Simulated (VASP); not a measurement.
# Zr (Pm-3m) in VASP: notebook

Runs on Zr. Level: LDA. Tasks: single point, relaxation of cell and atoms.

All numbers are computed with VASP 6.6.1; they aren't measurements. Logs are shortened: lines on timing, memory, paths and dates and some standing lists are left out, and cuts for length are marked.

### 1 The cell of the first run

The structure is cubic, space group Pm-3m (No. 221). The conventional cell has a = 2.836 Å, b = 2.836 Å, c = 2.836 Å, α = 90.00°, β = 90.00°, γ = 90.00°. Within 3.7 Å of Zr (site symmetry m-3m) lie 6 Zr at 2.84 Å.

### 2 Single point, LDA

INCAR

```
SYSTEM = Zr
PREC = Accurate
ENCUT = 520
EDIFF = 1E-6
ISMEAR = -1
SIGMA = 0.05
LREAL = .False.
LASPH = .True.
NELM = 60
ALGO = Normal
ISIF = 2
LWAVE = .False.
LCHARG = .False.
NBANDS = 12
```

KPOINTS

```
Automatic mesh
0
Gamma
  14 14 14
  0 0 0
```

POSCAR

```
Zr
1.0
    2.8357872561      0.0000000000      0.0000000000
    0.0000000000      2.8357872561      0.0000000000
    0.0000000000      0.0000000000      2.8357872561
Zr
1
Direct
    0.0000000000      0.0000000000      0.0000000000
```

Potentials or basis: VASP PAW LDA potentials, release 64 (Zr_sv).

On the command line:

```
$ cat potpaw_LDA.64/Zr_sv/POTCAR > POTCAR
$ mpirun -np 1 vasp_std > vasp.out
```

OUTCAR:

```text
SYSTEM = Zr
   PREC = Accurate
   ENCUT = 520
   EDIFF = 1E-6
   ISMEAR = -1
   LREAL = .False.
   LASPH = .True.
   NELM = 60
   ISIF = 2

 ion  position               nearest neighbor table
   1  0.000  0.000  0.000-

  LATTYP: Found a simple cubic cell.
 ALAT       =     2.8357872561

  Lattice vectors:

 A1 = (   2.8357872561,   0.0000000000,   0.0000000000)
 A2 = (   0.0000000000,   2.8357872561,   0.0000000000)
 A3 = (   0.0000000000,   0.0000000000,   2.8357872561)

Analysis of symmetry for initial positions (statically):
=====================================================================
 Subroutine PRICEL returns:
 Original cell was already a primitive cell.

 Routine SETGRP: Setting up the symmetry group for a
 simple cubic supercell.

 Subroutine GETGRP returns: Found 48 space group operations
 (whereof 48 operations were pure point group operations)
 out of a pool of 48 trial point group operations.

The static configuration has the point symmetry O_h .

Analysis of symmetry for dynamics (positions and initial velocities):
=====================================================================
 Subroutine PRICEL returns:
 Original cell was already a primitive cell.

 Routine SETGRP: Setting up the symmetry group for a
 simple cubic supercell.

 Subroutine GETGRP returns: Found 48 space group operations
 (whereof 48 operations were pure point group operations)
 out of a pool of 48 trial point group operations.

The dynamic configuration has the point symmetry O_h .

 Subroutine INISYM returns: Found 48 space group operations
 (whereof 48 operations are pure point group operations),
 and found     1 'primitive' translations

----------------------------------------------------------------------------------------

                                     Primitive cell

  volume of cell :      22.8045

  direct lattice vectors                    reciprocal lattice vectors
     2.835787256  0.000000000  0.000000000     0.352635762  0.000000000  0.000000000
     0.000000000  2.835787256  0.000000000     0.000000000  0.352635762  0.000000000
     0.000000000  0.000000000  2.835787256     0.000000000  0.000000000  0.352635762

  length of vectors
     2.835787256  2.835787256  2.835787256     0.352635762  0.352635762  0.352635762

  position of ions in fractional coordinates (direct lattice)
     0.000000000  0.000000000  0.000000000
[... 75 lines left out ...]
   NELM   =     60;   NELMIN=  2; NELMDL= -5     # of ELM steps
   EDIFF  = 0.1E-05   stopping-criterion for ELM
   LREAL  =      F    real-space projection
   EDIFFG = 0.1E-04   stopping-criterion for IOM
   NSW    =      0    number of steps for IOM
   IBRION =     -1    ionic relax: 0-MD 1-quasi-New 2-CG
   NFREE  =      0    steps in history (QN), initial steepest desc. (CG)
   ISIF   =      2    stress and relaxation
   ISYM   =      2    0-nonsym 1-usesym 2-fastsym
   POTIM  = 0.5000    time-step for ionic-motion
   TEBEG  =    0.0;   TEEND  =   0.0 temperature during run
   PSTRESS=    0.0 pullay stress
   NELECT =      12.0000    total number of electrons
   NUPDOWN=      -1.0000    fix difference up-down
   EMIN   =  10.00;   EMAX   =-10.00  energy-range for DOS
   EFERMI =   0.00;   METHOD = LEGACY
   ISMEAR =    -1;   SIGMA  =   0.05  broadening in eV -4-tet -1-fermi 0-gaus
   EFERMI_NEDOS =   21; number of points for ismear=-14 and -15
   IALGO  =     38    algorithm
   IMIX   =      4    mixing-type and parameters
     AMIX     =   0.40;   BMIX     =  1.00
     AMIX_MAG =   1.60;   BMIX_MAG =  1.00
  volume/ion in A,a.u.               =      22.80       153.89
  Fermi-wavevector in a.u.,A,eV,Ry     =   1.321686  2.497624 23.767387  1.746854
  Thomas-Fermi vector in A             =   2.451422
   LORBIT       =      0    0 simple, 1 ext, 2 COOP (PROOUT), +10 PAW based schemes
   GGA     = CA    functional components
   LHFCALC =     F    Hartree Fock is set to
   AEXX    =    0.0000 exact exchange contribution
   IVDW    =     0    specifies the selected vdW correction
   LEPSILON=     F    determine dielectric tensor
   LRPA    =     F    only Hartree local field effects (RPA)
 non-spin polarized calculation
  energy-cutoff  :      520.00
  volume of cell :       22.80
 maximum number of plane-waves:       628
 NGX is ok and might be reduce to    24
   NGX = 11   NGY = 11   NGZ = 11

 number of electron      12.0000000 magnetization

 Free energy of the ion-electron system (eV)
  ---------------------------------------------------
  ext. energy  EPLUGINS =         0.00000000
  ---------------------------------------------------
  free energy    TOTEN  =        -8.46747508 eV

  energy without entropy =       -8.45522082  energy(sigma->0) =       -8.46134795

 E-fermi :   8.6621     XC(G=0): -11.2795

 val. band max:        8.6506990723   @ k =   0.3571   0.3571   0.2857
 cond. band min:       8.6747207150   @ k =   0.5000   0.0714   0.0714
 fundamental gap:      0.0240216427
 Fermi energy:         8.6620500062

 k-point     1 :       0.0000    0.0000    0.0000
  band No.  band energies     occupation
      1     -39.5970      2.00000
      2     -17.0000      2.00000
      3     -17.0000      2.00000
      4     -17.0000      2.00000
      5       3.5518      2.00000
      6       6.8004      2.00000
      7       6.8004      2.00000
      8      14.7450      0.00000
      9      14.7450      0.00000
     10      14.7450      0.00000
     11      22.1302      0.00000
     12      22.1302      0.00000
[... 331 lines left out ...]
 k-point    24 :       0.3571    0.2143    0.0000
  band No.  band energies     occupation
      1     -39.3668      2.00000
      2     -18.1743      2.00000
      3     -17.4788      2.00000
      4     -16.8306      2.00000
      5       6.5552      2.00000
      6       7.8836      2.00000
      7       9.5253      0.00000
      8      11.8945      0.00000
      9      12.0491      0.00000
     10      13.5814      0.00000
     11      18.6061      0.00000
     12      22.3544      0.00000

 [... further k-points ...]
[... 5 lines left out ...]
  --------------------------------------------------------------------------------------
  -------------------------------------------------------------------------------------
  Total        0.0135094      0.0135094      0.0135094     -0.0000000      0.0000000     -0.0000000
  in kB        0.9491275      0.9491275      0.9491275     -0.0000000      0.0000000     -0.0000000
  external PRESSURE =       0.9491275 kB  Pullay stress =       0.0000000 kB

 VOLUME and BASIS-vectors are now :
 -----------------------------------------------------------------------------
  energy-cutoff  :      520.00
  volume of cell :       22.80
      direct lattice vectors                 reciprocal lattice vectors
     2.835787256  0.000000000  0.000000000     0.352635762  0.000000000  0.000000000
     0.000000000  2.835787256  0.000000000     0.000000000  0.352635762  0.000000000
     0.000000000  0.000000000  2.835787256     0.000000000  0.000000000  0.352635762

 POSITION                                       TOTAL-FORCE (eV/Angst)
 -----------------------------------------------------------------------------------
      0.00000      0.00000      0.00000         0.000000      0.000000      0.000000
 -----------------------------------------------------------------------------------
    total drift:                                0.000000      0.000000      0.000000

  FREE ENERGIE OF THE ION-ELECTRON SYSTEM (eV)
  ---------------------------------------------------
  free  energy   TOTEN  =        -8.4674750808 eV

  energy  without entropy=       -8.4552208246  energy(sigma->0) =       -8.46134795
```

OSZICAR:

```text
N       E                     dE             d eps       ncg     rms          rms(c)
DAV:   1     0.887382485914E+02    0.88738E+02   -0.69082E+03  2904   0.100E+03
DAV:   2    -0.546525337414E+01   -0.94204E+02   -0.91135E+02  3300   0.271E+02
DAV:   3    -0.859273065429E+01   -0.31275E+01   -0.30061E+01  4220   0.418E+01
DAV:   4    -0.866512628021E+01   -0.72396E-01   -0.71894E-01  3356   0.593E+00
DAV:   5    -0.866686864034E+01   -0.17424E-02   -0.17423E-02  4104   0.687E-01    0.117E+01
DAV:   6    -0.848410610760E+01    0.18276E+00   -0.27607E-01  3160   0.458E+00    0.514E+00
DAV:   7    -0.846508199269E+01    0.19024E-01   -0.10947E-01  3780   0.274E+00    0.872E-01
DAV:   8    -0.846749987620E+01   -0.24179E-02   -0.89603E-03  3468   0.110E+00    0.448E-02
DAV:   9    -0.846748366368E+01    0.16213E-04   -0.20222E-04  3488   0.129E-01    0.162E-02
DAV:  10    -0.846747496422E+01    0.86995E-05   -0.84807E-06  3408   0.316E-02    0.387E-03
DAV:  11    -0.846747508079E+01   -0.11657E-06   -0.22365E-07  1948   0.494E-03
   1 F= -.84674751E+01 E0= -.84613480E+01  d E =-.122543E-01
```

It took 6.5 s on 1 thread of Intel Xeon 6975P-C (Granite Rapids), shared host; peak memory 0.14 GiB.

Results:

```
Free energy            : -8.4675 eV
Pressure               : 0.1 GPa
Band gap on the k mesh : zero (band 6 reaches 9.48 eV, above the bottom of band 7 at 6.80 eV)
```

Levels at points of the mesh, in eV from the Fermi level:
```csv
k point,band 3,band 4,band 5,band 6,band 7,band 8,band 9,band 10
"(0.00, 0.00, 0.00)",-25.66,-25.66,-5.11,-1.86,-1.86,6.08,6.08,6.08
"(0.50, 0.00, 0.00)",-25.52,-25.52,-2.00,-0.94,0.67,2.67,2.67,6.45
"(0.50, 0.50, 0.00)",-26.95,-25.38,-3.37,-0.25,3.40,3.40,5.50,5.50
"(0.50, 0.50, 0.50)",-26.74,-26.74,-1.76,-1.76,-1.76,6.65,8.59,8.59
```

### 3 Relaxation of cell and atoms, LDA

This run uses another cell than the first one, of 25.67 Å³/atom, 1.126 times its volume.

INCAR

```
SYSTEM = Zr
ALGO = Normal
EDIFF = 1E-7
EDIFFG = -0.01
ENCUT = 600
GGA = CA
IBRION = 2
ISIF = 3
ISMEAR = -1
LASPH = .TRUE.
LCHARG = .FALSE.
LREAL = .FALSE.
LWAVE = .FALSE.
NELM = 60
NSW = 60
PREC = Accurate
SIGMA = 0.05
```

KPOINTS

```
k-points
0
G
  14 14 14
  0 0 0
```

POSCAR

```
Zr
1.0
    2.9500000000      0.0000000000      0.0000000000
    0.0000000000      2.9500000000      0.0000000000
    0.0000000000      0.0000000000      2.9500000000
Zr
1
Direct
    0.0000000000      0.0000000000      0.0000000000
```

Potentials or basis: VASP PAW LDA potentials, release 64 (Zr_sv).

On the command line:

```
$ cat potpaw_LDA.64/Zr_sv/POTCAR > POTCAR
$ mpirun -np 1 vasp_std > vasp.out
```

It took 18 s on 1 thread of Intel Xeon 6975P-C (Granite Rapids), shared host; peak memory 0.16 GiB.

Results (log left out):

| Item | Value |
| --- | --- |
| Free energy | -8.4682 eV |
| Relaxed volume | 22.85 Å³/atom |
| Relaxed cell | a = 2.838 Å, b = 2.838 Å, c = 2.838 Å, α = 90.00°, β = 90.00°, γ = 90.00° |
| Space group after relaxing (to 0.05 Å) | Pm-3m (No. 221) |
| Energy gained by relaxing | 75.1 meV/atom |
| Ionic steps | 3 |
| Pressure after relaxing | -0.1 GPa |
| Band gap on the k mesh | zero (band 6 reaches 9.45 eV, above the bottom of band 7 at 6.78 eV) |

The path:
```csv
step,energy change (eV),largest force (eV/Å),pressure (GPa),volume (Å³)
1,0.0000,0.0000,-7.76,25.67
2,-0.0462,0.0000,6.47,21.32
3,-0.0751,0.0000,-0.05,22.85
```

Final structure:
```
Zr
1.0
     2.83778    0.00000    0.00000
     0.00000    2.83778    0.00000
     0.00000    0.00000    2.83778
Zr
1
Direct
  0.00000 0.00000 0.00000
```

Levels at points of the mesh, in eV from the Fermi level:
```
           k point  band 4  band 5  band 6  band 7  band 8  band 9
(0.00, 0.00, 0.00)  -25.67   -5.11   -1.86   -1.86    6.07    6.07
(0.50, 0.00, 0.00)  -25.52   -2.00   -0.93    0.67    2.66    2.66
(0.50, 0.50, 0.00)  -25.39   -3.36   -0.25    3.39    3.39    5.49
(0.50, 0.50, 0.50)  -26.74   -1.75   -1.75   -1.75    6.66    8.57
```

### 4 Relaxation of cell and atoms, LDA, target pressure 10 GPa, at which the enthalpy is minimised

This run uses another cell than the first one, of 25.67 Å³/atom, 1.126 times its volume.

INCAR

```
SYSTEM = Zr
ALGO = Normal ; EDIFF = 1E-7
EDIFFG = -0.01 ; ENCUT = 600
IBRION = 2 ; ISIF = 3
ISMEAR = -1 ; LASPH = .TRUE.
LCHARG = .FALSE. ; LREAL = .FALSE.
LWAVE = .FALSE. ; NELM = 60
NSW = 60 ; PREC = Accurate
PSTRESS = 100.0 ; SIGMA = 0.05
```

KPOINTS is that of step 3.

POSCAR is that of step 3.

On the command line:

```
$ cat potpaw_LDA.64/Zr_sv/POTCAR > POTCAR
$ mpirun -np 1 vasp_std > vasp.out
```

Wall time 34 s (1 thread of Intel Xeon 6975P-C (Granite Rapids), shared host); peak memory 0.16 GiB.

It converged, with:

* Free energy: -8.4055 eV
* Relaxed volume: 20.66 Å³/atom
* Relaxed cell: a = 2.744 Å, b = 2.744 Å, c = 2.744 Å, α = 90.00°, β = 90.00°, γ = 90.00°
* Space group after relaxing (to 0.05 Å): Pm-3m (No. 221)
* Energy change on relaxing (the enthalpy is what falls): -12.4 meV/atom
* Ionic steps: 7
* Pressure after relaxing: 10.0 GPa
* Band gap on the k mesh: zero (band 6 reaches 10.83 eV, above the bottom of band 7 at 7.65 eV)

The path:
```csv
step,energy change (eV),largest force (eV/Å),pressure (GPa),volume (Å³)
1,0.0000,0.0000,-7.76,25.67
2,0.6677,0.0000,48.17,16.48
3,-0.0228,0.0000,9.02,20.84
4,-0.0141,0.0000,9.83,20.69
5,-0.0083,0.0000,10.36,20.60
6,-0.0161,0.0000,9.67,20.72
7,-0.0124,0.0000,10.00,20.66
```

Final structure:
```
Zr
1.0
     2.74406    0.00000    0.00000
     0.00000    2.74406    0.00000
     0.00000    0.00000    2.74406
Zr
1
Direct
  0.00000 0.00000 0.00000
```

Levels at points of the mesh, in eV from the Fermi level:
| k point | band 4 | band 5 | band 6 | band 7 | band 8 | band 9 |
| --- | --- | --- | --- | --- | --- | --- |
| (0.00, 0.00, 0.00) | -25.39 | -5.23 | -2.17 | -2.17 | 6.75 | 6.75 |
| (0.50, 0.00, 0.00) | -25.20 | -1.96 | -1.13 | 0.92 | 2.83 | 2.83 |
| (0.50, 0.50, 0.00) | -25.02 | -3.92 | -0.21 | 3.67 | 3.67 | 6.17 |
| (0.50, 0.50, 0.50) | -26.78 | -2.13 | -2.13 | -2.13 | 6.57 | 9.62 |

Caveat: the cell is relaxed towards a set pressure, so the enthalpy falls and the energy may rise; the volume moved by over 15 % at a fixed basis, so the end points are rough.

### 5 The runs side by side

```tsv
task	cell	cutoff (eV)	gap on the mesh (eV)	pressure (GPa)
single point	a = 2.836 Å, 1 atom	520	none	0.1
relaxation of cell and atoms	relaxed from a = 2.950 Å, 1 atom	600	none	-0.1
relaxation of cell and atoms	relaxed to 10 GPa from a = 2.950 Å, 1 atom	600	none	10.0
```

Alike in all rows: level LDA; potentials or basis VASP PAW LDA potentials, release 64 (Zr_sv); no spin polarisation; k mesh 14 × 14 × 14; smearing fermi-dirac 0.05 eV.

Caveats: the cell is relaxed towards a set pressure, so the enthalpy falls and the energy may rise (some runs); the volume moved by over 15 % at a fixed basis, so the end points are rough (some runs).

Total energies depend on the potentials used, so only differences within one code and one set of settings carry meaning.
